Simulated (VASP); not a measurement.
# Pd (Fm-3m) in VASP: a series of runs, part 3 of 3

VASP 6.6.1. The steps go on from the part before.

## Step 4: Single point, LDA (volume scaled by 0.96)

INCAR

```
PREC = Accurate ; ENCUT = 520
EDIFF = 1E-7 ; ISMEAR = -1
SIGMA = 0.1 ; LREAL = False
LASPH = True ; NELM = 60
ALGO = Normal ; ISIF = 2
LWAVE = False ; LCHARG = False
NBANDS = 11
```

KPOINTS

```
regular mesh
0
Gamma
  23 23 23
```

POSCAR

```
Pd
1.0
    0.0000000000      1.8951765666      1.8951765666
    1.8951765666      0.0000000000      1.8951765666
    1.8951765666      1.8951765666      0.0000000000
Pd
1
Direct
    0.0000000000      0.0000000000      0.0000000000
```

Potentials or basis: VASP PAW LDA potentials, release 64 (Pd).

Run with:

```console
$ cat potpaw_LDA.64/Pd/POTCAR > POTCAR
$ mpirun -np 1 vasp_std > vasp.out
```

OUTCAR:

```text
PREC = Accurate
   ENCUT = 520
   EDIFF = 1E-7
   ISMEAR = -1
   LREAL = False
   LASPH = True
   NELM = 60
   ISIF = 2

 ion  position               nearest neighbor table
   1  0.000  0.000  0.000-

  LATTYP: Found a face centered cubic cell.
 ALAT       =     3.7903531332

  Lattice vectors:

 A1 = (   0.0000000000,   1.8951765666,   1.8951765666)
 A2 = (   1.8951765666,   0.0000000000,   1.8951765666)
 A3 = (   1.8951765666,   1.8951765666,   0.0000000000)

Analysis of symmetry for initial positions (statically):
[... 33 lines left out ...]
                                     Primitive cell

  volume of cell :      13.6138

  direct lattice vectors                    reciprocal lattice vectors
     0.000000000  1.895176567  1.895176567    -0.263827661  0.263827661  0.263827661
     1.895176567  0.000000000  1.895176567     0.263827661 -0.263827661  0.263827661
     1.895176567  1.895176567  0.000000000     0.263827661  0.263827661 -0.263827661

  length of vectors
     2.680184404  2.680184404  2.680184404     0.456962913  0.456962913  0.456962913

  position of ions in fractional coordinates (direct lattice)
     0.000000000  0.000000000  0.000000000

  ion indices of the primitive-cell ions
   primitive index   ion index
                 1           1

----------------------------------------------------------------------------------------

 KPOINTS: regular mesh

Automatic generation of k-mesh.
 Grid dimensions read from file:
 generate k-points for:   23   23   23

 Generating k-lattice:

  Cartesian coordinates                     Fractional coordinates (reciprocal lattice)
    -0.011470768  0.011470768  0.011470768     0.043478261  0.000000000  0.000000000
     0.011470768 -0.011470768  0.011470768     0.000000000  0.043478261  0.000000000
     0.011470768  0.011470768 -0.011470768     0.000000000  0.000000000  0.043478261

  Length of vectors
     0.019867953  0.019867953  0.019867953

  Shift w.r.t. Gamma in fractional coordinates (k-lattice)
     0.000000000  0.000000000  0.000000000

 Subroutine IBZKPT returns following result:
 ===========================================

 Found    364 irreducible k-points:

 Following reciprocal coordinates:
            Coordinates               Weight
  0.000000  0.000000  0.000000      1.000000
  0.043478  0.000000  0.000000      8.000000
  0.086957  0.000000  0.000000      8.000000
  0.130435  0.000000  0.000000      8.000000
  0.173913  0.000000  0.000000      8.000000
  0.217391  0.000000  0.000000      8.000000
[... 16 lines left out ...]
  0.478261  0.043478  0.000000     24.000000
 -0.478261  0.043478  0.000000     24.000000
 [... further k-points ...]
   k-points           NKPTS =    364   k-points in BZ     NKDIM =    364   number of bands    NBANDS=     11
   number of dos      NEDOS =    301   number of ions     NIONS =      1
   total plane-waves  NPLWV =   8000
   dimension x,y,z NGX =    20 NGY =   20 NGZ =   20
   dimension x,y,z NGXF=    40 NGYF=   40 NGZF=   40
   ions per type =               1
   NGX,Y,Z   is equivalent  to a cutoff of  12.41, 12.41, 12.41 a.u.
   NGXF,Y,Z  is equivalent  to a cutoff of  24.81, 24.81, 24.81 a.u.
 SYSTEM =  unknown system
   PREC   = accura    normal or accurate (medium, high low for compatibility)
   ISTART =      0    job   : 0-new  1-cont  2-samecut
   ICHARG =      2    charge: 1-file 2-atom 10-const
   ISPIN  =      1    spin polarized calculation?
   LNONCOLLINEAR =      F non collinear calculations
   LSORBIT =      F    spin-orbit coupling
   LASPH  =      T    aspherical Exc in radial PAW
   ENCUT  =  520.0 eV  38.22 Ry    6.18 a.u.   4.98  4.98  4.98*2*pi/ulx,y,z
   NELM   =     60;   NELMIN=  2; NELMDL= -5     # of ELM steps
   EDIFF  = 0.1E-06   stopping-criterion for ELM
   LREAL  =      F    real-space projection
   EDIFFG = 0.1E-05   stopping-criterion for IOM
   NSW    =      0    number of steps for IOM
   IBRION =     -1    ionic relax: 0-MD 1-quasi-New 2-CG
   NFREE  =      0    steps in history (QN), initial steepest desc. (CG)
   ISIF   =      2    stress and relaxation
   ISYM   =      2    0-nonsym 1-usesym 2-fastsym
   POTIM  = 0.5000    time-step for ionic-motion
   TEBEG  =    0.0;   TEEND  =   0.0 temperature during run
   PSTRESS=    0.0 pullay stress
   NELECT =      10.0000    total number of electrons
   NUPDOWN=      -1.0000    fix difference up-down
   EMIN   =  10.00;   EMAX   =-10.00  energy-range for DOS
   EFERMI =   0.00;   METHOD = LEGACY
   ISMEAR =    -1;   SIGMA  =   0.10  broadening in eV -4-tet -1-fermi 0-gaus
   EFERMI_NEDOS =   21; number of points for ismear=-14 and -15
   IALGO  =     38    algorithm
   IMIX   =      4    mixing-type and parameters
     AMIX     =   0.40;   BMIX     =  1.00
     AMIX_MAG =   1.60;   BMIX_MAG =  1.00
  volume/ion in A,a.u.               =      13.61        91.87
  Fermi-wavevector in a.u.,A,eV,Ry     =   1.477118  2.791348 29.686242  2.181877
  Thomas-Fermi vector in A             =   2.591561
   LORBIT       =      0    0 simple, 1 ext, 2 COOP (PROOUT), +10 PAW based schemes
   GGA     = CA    functional components
   LHFCALC =     F    Hartree Fock is set to
   AEXX    =    0.0000 exact exchange contribution
   IVDW    =     0    specifies the selected vdW correction
   LEPSILON=     F    determine dielectric tensor
   LRPA    =     F    only Hartree local field effects (RPA)
 non-spin polarized calculation
  energy-cutoff  :      520.00
  volume of cell :       13.61
 maximum number of plane-waves:       378
   NGX =  9   NGY =  9   NGZ =  9

 number of electron      10.0000000 magnetization

 Free energy of the ion-electron system (eV)
  ---------------------------------------------------
  ext. energy  EPLUGINS =         0.00000000
  ---------------------------------------------------
  free energy    TOTEN  =        -6.51085751 eV

  energy without entropy =       -6.45306039  energy(sigma->0) =       -6.48195895

 E-fermi :  11.0580     XC(G=0): -14.0129

 val. band max:       11.0558064242   @ k =   0.4783   0.3043   0.0435
 cond. band min:      11.0580253155   @ k =  -0.4783   0.2174   0.0000
 fundamental gap:      0.0022188913
 Fermi energy:        11.0579826203

 k-point     1 :       0.0000    0.0000    0.0000
  band No.  band energies     occupation
      1       3.1525      2.00000
      2       7.7692      2.00000
      3       7.7692      2.00000
      4       7.7692      2.00000
      5       9.6410      2.00000
      6       9.6410      2.00000
      7      28.1573      0.00000
      8      33.3427      0.00000
      9      33.3427      0.00000
     10      33.3427      0.00000
     11      36.4892      0.00000

 k-point     2 :       0.0435    0.0000    0.0000
  band No.  band energies     occupation
      1       3.2268      2.00000
      2       7.7398      2.00000
      3       7.7968      2.00000
      4       7.7968      2.00000
      5       9.6266      2.00000
      6       9.6266      2.00000
      7      28.2511      0.00000
      8      32.8626      0.00000
      9      33.4395      0.00000
     10      33.4395      0.00000
     11      36.5006      0.00000

 k-point     3 :       0.0870    0.0000    0.0000
  band No.  band energies     occupation
      1       3.4447      2.00000
      2       7.6606      2.00000
      3       7.8735      2.00000
      4       7.8735      2.00000
      5       9.5906      2.00000
      6       9.5906      2.00000
      7      28.5065      0.00000
      8      31.7646      0.00000
      9      33.7223      0.00000
     10      33.7223      0.00000
     11      36.5128      0.00000
[... 267 lines left out ...]
 k-point    23 :       0.4783    0.0435    0.0000
  band No.  band energies     occupation
      1       5.0741      2.00000
      2       7.6815      2.00000
      3       7.7799      2.00000
      4      10.4225      1.99653
      5      11.0209      1.18353
      6      12.1363      0.00004
      7      19.2472      0.00000
      8      27.6785      0.00000
      9      32.5435      0.00000
     10      32.6724      0.00000
     11      36.5142      0.00000

 k-point    24 :      -0.4783    0.0435    0.0000
  band No.  band energies     occupation
      1       5.0633      2.00000
      2       7.6748      2.00000
      3       7.7612      2.00000
      4      10.5378      1.98905
      5      11.0021      1.27234
      6      12.3389      0.00001
      7      18.9646      0.00000
      8      27.6259      0.00000
      9      32.3862      0.00000
     10      32.6447      0.00000
     11      36.5140      0.00000

 [... further k-points ...]
[... 5 lines left out ...]
  --------------------------------------------------------------------------------------
  -------------------------------------------------------------------------------------
  Total        0.8797690      0.8797690      0.8797690      0.0000000      0.0000000     -0.0000000
  in kB      103.5381063    103.5381063    103.5381063      0.0000000      0.0000000     -0.0000000
  external PRESSURE =     103.5381063 kB  Pullay stress =       0.0000000 kB

 VOLUME and BASIS-vectors are now :
 -----------------------------------------------------------------------------
  energy-cutoff  :      520.00
  volume of cell :       13.61
      direct lattice vectors                 reciprocal lattice vectors
     0.000000000  1.895176567  1.895176567    -0.263827661  0.263827661  0.263827661
     1.895176567  0.000000000  1.895176567     0.263827661 -0.263827661  0.263827661
     1.895176567  1.895176567  0.000000000     0.263827661  0.263827661 -0.263827661

 POSITION                                       TOTAL-FORCE (eV/Angst)
 -----------------------------------------------------------------------------------
      0.00000      0.00000      0.00000         0.000000     -0.000000     -0.000000
 -----------------------------------------------------------------------------------
    total drift:                                0.000000      0.000000      0.000000

  FREE ENERGIE OF THE ION-ELECTRON SYSTEM (eV)
  ---------------------------------------------------
  free  energy   TOTEN  =        -6.5108575062 eV

  energy  without entropy=       -6.4530603928  energy(sigma->0) =       -6.48195895
```

OSZICAR:

```text
N       E                     dE             d eps       ncg     rms          rms(c)
DAV:   1     0.415415938465E+02    0.41542E+02   -0.52065E+03  8072   0.862E+02
DAV:   2    -0.632189833854E+01   -0.47863E+02   -0.46356E+02  8938   0.186E+02
DAV:   3    -0.686560006769E+01   -0.54370E+00   -0.54204E+00  9621   0.212E+01
DAV:   4    -0.686755984200E+01   -0.19598E-02   -0.19595E-02  9883   0.134E+00
DAV:   5    -0.686757677146E+01   -0.16929E-04   -0.16929E-04 10422   0.117E-01    0.103E+01
DAV:   6    -0.653671580076E+01    0.33086E+00   -0.12207E+00 10060   0.911E+00    0.493E+00
DAV:   7    -0.651702513230E+01    0.19691E-01   -0.38965E-02 10730   0.133E+00    0.236E+00
DAV:   8    -0.651089084757E+01    0.61343E-02   -0.27698E-03  9992   0.549E-01    0.124E-01
DAV:   9    -0.651085216727E+01    0.38680E-04   -0.19173E-04 10207   0.121E-01    0.141E-02
DAV:  10    -0.651085763671E+01   -0.54694E-05   -0.31792E-06 10134   0.142E-02    0.988E-03
DAV:  11    -0.651085750237E+01    0.13433E-06   -0.52252E-08  9620   0.226E-03    0.147E-03
DAV:  12    -0.651085750616E+01   -0.37853E-08   -0.44445E-09  6635   0.370E-04
   1 F= -.65108575E+01 E0= -.64819589E+01  d E =-.577971E-01
```

stdout:

```text
POSCAR found type information on POSCAR Pd
 POSCAR found :  1 types and       1 ions
 scaLAPACK will be used
 LDA part: xc-table for (Slater(with rela. corr.)+CA(PZ))
 , standard interpolation
 POSCAR, INCAR and KPOINTS ok, starting setup
 FFT: planning ... GRIDC
 FFT: planning ... GRID_SOFT
 FFT: planning ... GRID
 WAVECAR not read
 entering main loop
```

Wall time 65 s (1 thread of Intel Xeon 8259CL, shared host); peak memory 0.16 GiB.

What came out:

```yaml
Free_energy: -6.5109 eV
Pressure: 10.4 GPa
Band_gap_on_the_k_mesh: zero (band 5 reaches 11.37 eV, above the bottom of band 6 at 9.56 eV)
```

Levels at points of the mesh, in eV from the Fermi level:
```
           k point  band 3  band 4  band 5  band 6  band 7  band 8
(0.00, 0.00, 0.00)   -3.29   -3.29   -1.42   -1.42   17.10   22.28
```

Caveat: the cell differs from its parent crystal (volume scaled by 0.96).

## Step 5: Single point, LDA

This run uses another cell than the first one, of 14.18 Å³/atom, 0.964 times its volume.

INCAR

```
  PREC = Accurate
  ENCUT = 520
  EDIFF = 1E-6
  ISMEAR = -1
  SIGMA = 0.1
  LREAL = F
  LASPH = T
  NELM = 80
  ALGO = Normal
  ISIF = 2
  LWAVE = F
  LCHARG = F
  NBANDS = 11
```

KPOINTS

```
Automatic mesh
0
Gamma
  23 23 23
```

POSCAR

```
Pd
1.0
    0.0000000000      1.9211411159      1.9211411159
    1.9211411159      0.0000000000      1.9211411159
    1.9211411159      1.9211411159      0.0000000000
Pd
1
Direct
    0.0000000000      0.0000000000      0.0000000000
```

Run with:

```console
$ cat potpaw_LDA.64/Pd/POTCAR > POTCAR
$ mpirun -np 1 vasp_std > vasp.out
```

It took 56 s on 1 thread of Intel Xeon 8259CL, shared host; peak memory 0.16 GiB.

The run converged. Its results:

| Quantity | Value |
| --- | --- |
| Free energy | -6.5289 eV |
| Pressure | 0.1 GPa |
| Band gap on the k mesh | zero (band 5 reaches 10.59 eV, above the bottom of band 6 at 8.90 eV) |

Levels at points of the mesh, in eV from the Fermi level:
| k point | band 1 | band 2 | band 3 | band 4 | band 5 | band 6 | band 7 | band 8 | band 9 | band 10 |
| --- | --- | --- | --- | --- | --- | --- | --- | --- | --- | --- |
| (0.00, 0.00, 0.00) | -7.57 | -3.08 | -3.08 | -3.08 | -1.33 | -1.33 | 17.12 | 22.06 | 22.06 | 22.06 |

## Step 6: Single point, LDA

This run uses another cell than the first one, of 14.18 Å³/atom, 0.964 times its volume.

INCAR

```
SYSTEM = Pd
PREC = Accurate ; ENCUT = 520
EDIFF = 1E-6 ; ISMEAR = -1
SIGMA = 0.1 ; LREAL = .False.
LASPH = .True. ; NELM = 80
ALGO = Normal ; ISIF = 2
LWAVE = .False. ; LCHARG = .False.
NBANDS = 11
```

KPOINTS

```
Automatic mesh
0
Gamma
  23 23 23
  0 0 0
```

POSCAR is that of step 5.

Potentials or basis: VASP PAW LDA potentials, release 64 (Pd).

Run with:

```console
$ cat potpaw_LDA.64/Pd/POTCAR > POTCAR
$ mpirun -np 1 vasp_std > vasp.out
```

It took 59 s on 1 thread of Intel Xeon 8259CL, shared host; peak memory 0.16 GiB.

The run converged. Its results:

```
Free energy            : -6.5289 eV
Pressure               : 0.1 GPa
Band gap on the k mesh : zero (band 5 reaches 10.59 eV, above the bottom of band 6 at 8.90 eV)
```

Levels at points of the mesh, in eV from the Fermi level:
```csv
k point,band 1,band 2,band 3,band 4,band 5,band 6,band 7,band 8,band 9,band 10
"(0.00, 0.00, 0.00)",-7.57,-3.08,-3.08,-3.08,-1.33,-1.33,17.12,22.06,22.06,22.06
```

## Step 7: The runs side by side

```csv
task,cell,k mesh,cutoff (eV),gap on the mesh (eV),pressure (GPa)
relaxation of cell and atoms,"relaxed from a = 2.751 Å, angles 60.0°, 1 atom",14 × 14 × 14,600,none,0.0
single point,"a = 2.642 Å, angles 60.0°, 1 atom",23 × 23 × 23,520,none,23.6
single point,"a = 2.680 Å, angles 60.0°, 1 atom",23 × 23 × 23,520,none,10.4
single point,"a = 2.717 Å, angles 60.0°, 1 atom",23 × 23 × 23,520,none,0.1
```

Alike in all rows: level LDA; potentials or basis VASP PAW LDA potentials, release 64 (Pd); no spin polarisation; smearing fermi-dirac 0.1 eV.

Absolute energies hang on the potentials; compare differences alone.
